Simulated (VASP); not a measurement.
# Os (Im-3m) in VASP: further runs

Runs on Os. Level: BLYP. Tasks: relaxation of cell and atoms, single point.

All numbers are computed with VASP 6.6.1; they aren't measurements. Logs are shortened: lines on timing, memory, paths and dates and some standing lists are left out, and cuts for length are marked.

## (1) The cell of the first run

The structure is cubic, space group Im-3m (No. 229). Conventional cell: a = 3.036 Å, b = 3.036 Å, c = 3.036 Å, α = 90.00°, β = 90.00°, γ = 90.00°. Os (site symmetry m-3m) has 14 Os at 2.63 to 3.04 Å within 3.5 Å.

## (2) Relaxation of cell and atoms, BLYP

INCAR reads:

```
SYSTEM = Os
PREC = Accurate
ENCUT = 500
EDIFF = 1E-7
ISMEAR = -1
SIGMA = 0.1
LREAL = .FALSE.
LASPH = .TRUE.
NELM = 120
ALGO = Normal
ISIF = 3
LWAVE = .FALSE.
LCHARG = .FALSE.
GGA = B5
ALDAX = 1.0
AGGAX = 1.0
AGGAC = 1.0
ALDAC = 0.0
IBRION = 2
NSW = 80
EDIFFG = -0.01
GGA_COMPAT = .FALSE.
NELMIN = 4
```

KPOINTS reads:

```
regular mesh
0
G
  14 14 14
  0 0 0
```

POSCAR reads:

```
Os
1.0
   -1.5179840853      1.5179840853      1.5179840853
    1.5179840853     -1.5179840853      1.5179840853
    1.5179840853      1.5179840853     -1.5179840853
Os
1
Direct
    0.0000000000      0.0000000000      0.0000000000
```

Potentials or basis: VASP PAW PBE potentials, release 64 (Os_sv_GW).

Command:

```sh
cat potpaw_PBE.64/Os_sv_GW/POTCAR > POTCAR
mpirun -np 1 vasp_std > vasp.out
```

OUTCAR:

```text
SYSTEM = Os
   PREC = Accurate
   ENCUT = 500
   EDIFF = 1E-7
   ISMEAR = -1
   LREAL = .FALSE.
   LASPH = .TRUE.
   NELM = 120
   ISIF = 3
   GGA = B5
   IBRION = 2
   NSW = 80
   EDIFFG = -0.01
   NELMIN = 4

 ion  position               nearest neighbor table
   1  0.000  0.000  0.000-

  LATTYP: Found a body centered cubic cell.
 ALAT       =     3.0359681706

  Lattice vectors:

 A1 = (  -1.5179840853,   1.5179840853,   1.5179840853)
 A2 = (   1.5179840853,  -1.5179840853,   1.5179840853)
 A3 = (   1.5179840853,   1.5179840853,  -1.5179840853)

Analysis of symmetry for initial positions (statically):
=====================================================================
 Subroutine PRICEL returns:
 Original cell was already a primitive cell.

 Routine SETGRP: Setting up the symmetry group for a
 body centered cubic supercell.

 Subroutine GETGRP returns: Found 48 space group operations
[... 9 lines left out ...]

 Routine SETGRP: Setting up the symmetry group for a
 body centered cubic supercell.

 Subroutine GETGRP returns: Found 48 space group operations
 (whereof 48 operations were pure point group operations)
 out of a pool of 48 trial point group operations.

The dynamic configuration has the point symmetry O_h .

 Subroutine INISYM returns: Found 48 space group operations
 (whereof 48 operations are pure point group operations),
 and found     1 'primitive' translations

----------------------------------------------------------------------------------------

                                     Primitive cell

  volume of cell :      13.9914

  direct lattice vectors                    reciprocal lattice vectors
    -1.517984085  1.517984085  1.517984085     0.000000000  0.329384217  0.329384217
     1.517984085 -1.517984085  1.517984085     0.329384217  0.000000000  0.329384217
     1.517984085  1.517984085 -1.517984085     0.329384217  0.329384217  0.000000000

  length of vectors
     2.629225561  2.629225561  2.629225561     0.465819628  0.465819628  0.465819628

  position of ions in fractional coordinates (direct lattice)
     0.000000000  0.000000000  0.000000000

  ion indices of the primitive-cell ions
   primitive index   ion index
                 1           1

----------------------------------------------------------------------------------------

 KPOINTS: regular mesh

Automatic generation of k-mesh.
 Grid dimensions read from file:
 generate k-points for:   14   14   14

 Generating k-lattice:

  Cartesian coordinates                     Fractional coordinates (reciprocal lattice)
     0.000000000  0.023527444  0.023527444     0.071428571  0.000000000  0.000000000
     0.023527444  0.000000000  0.023527444     0.000000000  0.071428571  0.000000000
     0.023527444  0.023527444  0.000000000     0.000000000  0.000000000  0.071428571

  Length of vectors
     0.033272831  0.033272831  0.033272831

  Shift w.r.t. Gamma in fractional coordinates (k-lattice)
     0.000000000  0.000000000  0.000000000

 Subroutine IBZKPT returns following result:
 ===========================================

 Found    104 irreducible k-points:

 Following reciprocal coordinates:
            Coordinates               Weight
  0.000000  0.000000  0.000000      1.000000
  0.071429  0.000000  0.000000     12.000000
  0.142857  0.000000  0.000000     12.000000
  0.214286  0.000000  0.000000     12.000000
  0.285714  0.000000  0.000000     12.000000
  0.357143  0.000000  0.000000     12.000000
[... 16 lines left out ...]
  0.285714  0.285714  0.000000     24.000000
  0.357143  0.285714  0.000000     24.000000
 [... further k-points ...]
   k-points           NKPTS =    104   k-points in BZ     NKDIM =    104   number of bands    NBANDS=     12
   number of dos      NEDOS =    301   number of ions     NIONS =      1
   total plane-waves  NPLWV =   8000
   dimension x,y,z NGX =    20 NGY =   20 NGZ =   20
   dimension x,y,z NGXF=    40 NGYF=   40 NGZF=   40
   ions per type =               1
   NGX,Y,Z   is equivalent  to a cutoff of  12.65, 12.65, 12.65 a.u.
   NGXF,Y,Z  is equivalent  to a cutoff of  25.29, 25.29, 25.29 a.u.
 SYSTEM =  Os
   PREC   = accura    normal or accurate (medium, high low for compatibility)
   ISTART =      0    job   : 0-new  1-cont  2-samecut
   ICHARG =      2    charge: 1-file 2-atom 10-const
   ISPIN  =      1    spin polarized calculation?
   LNONCOLLINEAR =      F non collinear calculations
   LSORBIT =      F    spin-orbit coupling
   LASPH  =      T    aspherical Exc in radial PAW
   ENCUT  =  500.0 eV  36.75 Ry    6.06 a.u.   4.79  4.79  4.79*2*pi/ulx,y,z
   NELM   =    120;   NELMIN=  4; NELMDL= -5     # of ELM steps
   EDIFF  = 0.1E-06   stopping-criterion for ELM
   LREAL  =      F    real-space projection
   EDIFFG = -.1E-01   stopping-criterion for IOM
   NSW    =     80    number of steps for IOM
   IBRION =      2    ionic relax: 0-MD 1-quasi-New 2-CG
   NFREE  =      1    steps in history (QN), initial steepest desc. (CG)
   ISIF   =      3    stress and relaxation
   ISYM   =      2    0-nonsym 1-usesym 2-fastsym
   POTIM  = 0.5000    time-step for ionic-motion
   TEBEG  =    0.0;   TEEND  =   0.0 temperature during run
   PSTRESS=    0.0 pullay stress
   NELECT =      16.0000    total number of electrons
   NUPDOWN=      -1.0000    fix difference up-down
   EMIN   =  10.00;   EMAX   =-10.00  energy-range for DOS
   EFERMI =   0.00;   METHOD = LEGACY
   ISMEAR =    -1;   SIGMA  =   0.10  broadening in eV -4-tet -1-fermi 0-gaus
   EFERMI_NEDOS =   21; number of points for ismear=-14 and -15
   IALGO  =     38    algorithm
   IMIX   =      4    mixing-type and parameters
     AMIX     =   0.40;   BMIX     =  1.00
     AMIX_MAG =   1.60;   BMIX_MAG =  1.00
  volume/ion in A,a.u.               =      13.99        94.42
  Fermi-wavevector in a.u.,A,eV,Ry     =   1.711963  3.235140 39.876172  2.930816
  Thomas-Fermi vector in A             =   2.789980
   LORBIT       =      0    0 simple, 1 ext, 2 COOP (PROOUT), +10 PAW based schemes
   GGA     = B5    functional components
   LHFCALC =     F    Hartree Fock is set to
   AEXX    =    0.0000 exact exchange contribution
   IVDW    =     0    specifies the selected vdW correction
   LEPSILON=     F    determine dielectric tensor
   LRPA    =     F    only Hartree local field effects (RPA)
 conjugate gradient relaxation of ions
 non-spin polarized calculation
  energy-cutoff  :      500.00
  volume of cell :       13.99
 maximum number of plane-waves:       370
   NGX =  9   NGY =  9   NGZ =  9

--------------------------------------- Ionic step        1  -------------------------------------------

 number of electron      15.9999999 magnetization

 Free energy of the ion-electron system (eV)
  ---------------------------------------------------
  ext. energy  EPLUGINS =         0.00000000
  ---------------------------------------------------
  free energy    TOTEN  =        -9.81197151 eV

  energy without entropy =       -9.76671105  energy(sigma->0) =       -9.78934128

------------------------ aborting loop because EDIFF is reached ----------------------------------------

  FORCE on cell =-STRESS in cart. coord.  units (eV):
  Direction    XX          YY          ZZ          XY          YZ          ZX
  --------------------------------------------------------------------------------------
  -------------------------------------------------------------------------------------
  Total        3.3557382      3.3557382      3.3557382      0.0000000      0.0000000      0.0000000
  in kB      384.2704623    384.2704623    384.2704623      0.0000000      0.0000000      0.0000000
  external PRESSURE =     384.2704623 kB  Pullay stress =       0.0000000 kB

 VOLUME and BASIS-vectors are now :
 -----------------------------------------------------------------------------
  energy-cutoff  :      500.00
  volume of cell :       13.99
      direct lattice vectors                 reciprocal lattice vectors
    -1.517984085  1.517984085  1.517984085     0.000000000  0.329384217  0.329384217
     1.517984085 -1.517984085  1.517984085     0.329384217  0.000000000  0.329384217
     1.517984085  1.517984085 -1.517984085     0.329384217  0.329384217  0.000000000

 POSITION                                       TOTAL-FORCE (eV/Angst)
 -----------------------------------------------------------------------------------
      0.00000      0.00000      0.00000         0.000000     -0.000000     -0.000000
 -----------------------------------------------------------------------------------
    total drift:                                0.000000     -0.000000      0.000000

  FREE ENERGIE OF THE ION-ELECTRON SYSTEM (eV)
  ---------------------------------------------------
  free  energy   TOTEN  =        -9.8119715136 eV

  energy  without entropy=       -9.7667110511  energy(sigma->0) =       -9.78934128

--------------------------------------- Ionic step        2  -------------------------------------------

 number of electron      16.0000003 magnetization

 E-fermi :   7.4248     XC(G=0): -11.2878

 val. band max:        7.4183837936   @ k =   0.3571   0.1429   0.0714
 cond. band min:       7.4343875528   @ k =   0.1429   0.0714   0.0714
 fundamental gap:      0.0160037592
 Fermi energy:         7.4248222139

 k-point     1 :       0.0000    0.0000    0.0000
  band No.  band energies     occupation
      1     -78.1546      2.00000
      2     -37.6669      2.00000
      3     -37.6669      2.00000
      4     -37.6669      2.00000
      5       0.1373      2.00000
      6       5.5982      2.00000
      7       5.5982      2.00000
      8       5.5982      2.00000
      9       7.4421      0.91372
     10       7.4421      0.91372
     11      22.6597      0.00000
     12      22.6597      0.00000

 k-point     2 :       0.0714    0.0000    0.0000
  band No.  band energies     occupation
      1     -78.1531      2.00000
      2     -37.6774      2.00000
      3     -37.6707      2.00000
      4     -37.6667      2.00000
      5       0.2989      2.00000
      6       5.5380      2.00000
      7       5.5973      2.00000
      8       5.7232      2.00000
      9       7.3675      1.27923
     10       7.4464      0.89277
     11      22.7174      0.00000
     12      22.8888      0.00000
[... 413 lines left out ...]
 VOLUME and BASIS-vectors are now :
 -----------------------------------------------------------------------------
  energy-cutoff  :      500.00
  volume of cell :       15.48
      direct lattice vectors                 reciprocal lattice vectors
    -1.569920834  1.569920834  1.569920834     0.000000000  0.318487397  0.318487397
     1.569920834 -1.569920834  1.569920834     0.318487397  0.000000000  0.318487397
     1.569920834  1.569920834 -1.569920834     0.318487397  0.318487397  0.000000000

 POSITION                                       TOTAL-FORCE (eV/Angst)
 -----------------------------------------------------------------------------------
      0.00000      0.00000     -0.00000         0.000000      0.000000      0.000000
 -----------------------------------------------------------------------------------
    total drift:                                0.000000     -0.000000      0.000000

  FREE ENERGIE OF THE ION-ELECTRON SYSTEM (eV)
  ---------------------------------------------------
  free  energy   TOTEN  =        -9.9683729729 eV

  energy  without entropy=       -9.9147676178  energy(sigma->0) =       -9.94157030

--------------------------------------- Ionic step        5  -------------------------------------------

 number of electron      16.0000002 magnetization

 Free energy of the ion-electron system (eV)
  ---------------------------------------------------
  ext. energy  EPLUGINS =         0.00000000
  ---------------------------------------------------
  free energy    TOTEN  =        -9.96850207 eV

  energy without entropy =       -9.91517773  energy(sigma->0) =       -9.94183990

 E-fermi :  12.8194     XC(G=0): -13.3041

 val. band max:       12.8145887301   @ k =   0.1429   0.0000   0.0000
 cond. band min:      12.8300031141   @ k =   0.0714   0.0714   0.0000
 fundamental gap:      0.0154143840
 Fermi energy:        12.8193636807

 k-point     1 :       0.0000    0.0000    0.0000
  band No.  band energies     occupation
      1     -73.2956      2.00000
      2     -32.5652      2.00000
      3     -32.5652      2.00000
      4     -32.5652      2.00000
      5       2.7194      2.00000
      6       9.7454      2.00000
      7       9.7454      2.00000
      8       9.7454      2.00000
      9      12.7791      1.19860
     10      12.7791      1.19860
     11      28.4156      0.00000
     12      28.4156      0.00000

 k-point     2 :       0.0714    0.0000    0.0000
  band No.  band energies     occupation
      1     -73.2918      2.00000
      2     -32.6052      2.00000
      3     -32.5788      2.00000
      4     -32.5648      2.00000
      5       2.9490      2.00000
      6       9.6352      2.00000
      7       9.7357      2.00000
      8       9.9521      2.00000
      9      12.6250      1.74940
     10      12.7861      1.16465
     11      28.5661      0.00000
     12      28.7836      0.00000
[... 343 lines left out ...]
 VOLUME and BASIS-vectors are now :
 -----------------------------------------------------------------------------
  energy-cutoff  :      500.00
  volume of cell :       15.43
      direct lattice vectors                 reciprocal lattice vectors
    -1.568353574  1.568353574  1.568353574     0.000000000  0.318805662  0.318805662
     1.568353574 -1.568353574  1.568353574     0.318805662  0.000000000  0.318805662
     1.568353574  1.568353574 -1.568353574     0.318805662  0.318805662  0.000000000

 POSITION                                       TOTAL-FORCE (eV/Angst)
 -----------------------------------------------------------------------------------
      0.00000      0.00000     -0.00000         0.000000      0.000000      0.000000
 -----------------------------------------------------------------------------------
    total drift:                                0.000000      0.000000      0.000000

  FREE ENERGIE OF THE ION-ELECTRON SYSTEM (eV)
  ---------------------------------------------------
  free  energy   TOTEN  =        -9.9685020717 eV

  energy  without entropy=       -9.9151777267  energy(sigma->0) =       -9.94183990

 reached required accuracy - stopping structural energy minimisation
```

Wall time 58 s (1 thread of Intel Xeon 6975P-C (Granite Rapids), shared host); peak memory 0.15 GiB.

What came out:

```yaml
Free_energy: -9.9685 eV
Relaxed_volume: 15.43 Å³/atom
Relaxed_cell: a = 2.716 Å, b = 2.716 Å, c = 2.716 Å, α = 109.47°, β = 109.47°, γ = 109.47°
Space_group_after_relaxing_to_0.05_Å: Im-3m (No. 229)
Energy_gained_by_relaxing: 156.5 meV/atom
Ionic_steps: 5
Pressure_after_relaxing: 0.0 GPa
Band_gap_on_the_k_mesh: zero (band 8 reaches 14.99 eV, above the bottom of band 9 at 11.07 eV)
```

The path:
```tsv
step	energy change (eV)	largest force (eV/Å)	pressure (GPa)	volume (Å³)
1	0.0000	0.0000	38.43	13.99
2	1.1063	0.0000	-43.57	21.95
3	-0.1516	0.0000	-5.35	15.72
4	-0.1564	0.0000	-0.90	15.48
5	-0.1565	0.0000	0.01	15.43
```

Final structure:
```xyz
1
Lattice="-1.5684 1.5684 1.5684 1.5684 -1.5684 1.5684 1.5684 1.5684 -1.5684" Properties=species:S:1:pos:R:3 pbc="T T T"
Os    0.0000    0.0000    0.0000
```

Levels at points of the mesh, in eV from the Fermi level:
| k point | band 5 | band 6 | band 7 | band 8 | band 9 | band 10 | band 11 | band 12 |
| --- | --- | --- | --- | --- | --- | --- | --- | --- |
| (0.00, 0.00, 0.00) | -10.10 | -3.07 | -3.07 | -3.07 | -0.04 | -0.04 | 15.60 | 15.60 |
| (0.50, 0.00, 0.00) | -7.03 | -4.92 | -0.21 | 0.17 | 0.49 | 2.91 | 8.23 | 12.20 |
| (0.50, 0.50, 0.50) | -6.58 | -6.58 | 2.17 | 2.17 | 2.17 | 7.71 | 7.71 | 7.71 |

Caveat: the PAW data sets were made with another functional, which shifts forces and pressure a little; spin-orbit coupling is left out, which moves the levels of the heavy elements.

## (3) Single point, BLYP (volume scaled by 0.96)

INCAR reads:

```
SYSTEM = Os
AGGAC = 1.0
AGGAX = 1.0
ALDAC = 0.0
ALDAX = 1.0
ALGO = Normal
EDIFF = 1E-6
ENCUT = 500
GGA = B5
GGA_COMPAT = .FALSE.
ISIF = 2
ISMEAR = -1
LASPH = .TRUE.
LCHARG = .FALSE.
LREAL = .FALSE.
LWAVE = .FALSE.
NBANDS = 14
NELM = 120
PREC = Accurate
SIGMA = 0.1
```

KPOINTS reads:

```
k-points
0
G
  16 16 16
  0 0 0
```

POSCAR reads:

```
Os
1.0
   -1.5488236962      1.5488236962      1.5488236962
    1.5488236962     -1.5488236962      1.5488236962
    1.5488236962      1.5488236962     -1.5488236962
Os
1
Direct
    0.0000000000      0.0000000000      0.0000000000
```

Potentials or basis: VASP PAW PBE potentials, release 64 (Os_sv_GW).

Command:

```sh
cat potpaw_PBE.64/Os_sv_GW/POTCAR > POTCAR
mpirun -np 1 vasp_std > vasp.out
```

OUTCAR:

```text
SYSTEM = Os
   EDIFF = 1E-6
   ENCUT = 500
   GGA = B5
   ISIF = 2
   ISMEAR = -1
   LASPH = .TRUE.
   LREAL = .FALSE.
   NELM = 120
   PREC = Accurate

 ion  position               nearest neighbor table
   1  0.000  0.000  0.000-

  LATTYP: Found a body centered cubic cell.
 ALAT       =     3.0976473924

  Lattice vectors:

 A1 = (  -1.5488236962,   1.5488236962,   1.5488236962)
 A2 = (   1.5488236962,  -1.5488236962,   1.5488236962)
 A3 = (   1.5488236962,   1.5488236962,  -1.5488236962)

Analysis of symmetry for initial positions (statically):
[... 576 lines left out ...]
      7       9.7603      2.00000
      8      12.8547      1.99732
      9      14.0670      0.00808
     10      16.4270      0.00000
     11      25.0391      0.00000
     12      28.0745      0.00000
     13      30.3582      0.00000
     14      34.1203      0.00000

 [... further k-points ...]
[... 5 lines left out ...]
  --------------------------------------------------------------------------------------
  -------------------------------------------------------------------------------------
  Total        1.1864977      1.1864977      1.1864977     -0.0000000     -0.0000000      0.0000000
  in kB      127.9120693    127.9120693    127.9120693     -0.0000000     -0.0000000      0.0000000
  external PRESSURE =     127.9120693 kB  Pullay stress =       0.0000000 kB

 VOLUME and BASIS-vectors are now :
 -----------------------------------------------------------------------------
  energy-cutoff  :      500.00
  volume of cell :       14.86
      direct lattice vectors                 reciprocal lattice vectors
    -1.548823696  1.548823696  1.548823696     0.000000000  0.322825639  0.322825639
     1.548823696 -1.548823696  1.548823696     0.322825639  0.000000000  0.322825639
     1.548823696  1.548823696 -1.548823696     0.322825639  0.322825639  0.000000000

 POSITION                                       TOTAL-FORCE (eV/Angst)
 -----------------------------------------------------------------------------------
      0.00000      0.00000      0.00000         0.000000     -0.000000     -0.000000
 -----------------------------------------------------------------------------------
    total drift:                                0.000000     -0.000000     -0.000000

  FREE ENERGIE OF THE ION-ELECTRON SYSTEM (eV)
  ---------------------------------------------------
  free  energy   TOTEN  =        -9.9594509908 eV

  energy  without entropy=       -9.9072183538  energy(sigma->0) =       -9.93333467
```

stdout:

```text
POSCAR found type information on POSCAR Os
 POSCAR found :  1 types and       1 ions
 scaLAPACK will be used
 -----------------------------------------------------------------------------
|                                                                             |
|                                                                             |
|     You enforced a specific xc type in the INCAR file but a different       |
|     I HOPE YOU KNOW WHAT YOU ARE DOING!                                     |
|                                                                             |
 -----------------------------------------------------------------------------

 LDA part: xc-table for (Slater(with rela. corr.)+VWN5), standard interpolation
 POSCAR, INCAR and KPOINTS ok, starting setup
 FFT: planning ... GRIDC
 FFT: planning ... GRID_SOFT
 FFT: planning ... GRID
 WAVECAR not read
 entering main loop
```

Run time: 60 s. Hardware: 1 thread of Intel Xeon Platinum 8259CL at 2.50GHz (Skylake/Cascade Lake), shared host; peak memory 0.15 GiB.

Results:

| Property | Result |
| --- | --- |
| Free energy | -9.9595 eV |
| Pressure | 12.8 GPa |
| Band gap on the k mesh | zero (band 8 reaches 15.81 eV, above the bottom of band 9 at 11.54 eV) |

Caveat: the cell differs from its parent crystal (volume scaled by 0.96); the PAW data sets were made with another functional, which shifts forces and pressure a little; spin-orbit coupling is left out, which moves the levels of the heavy elements.
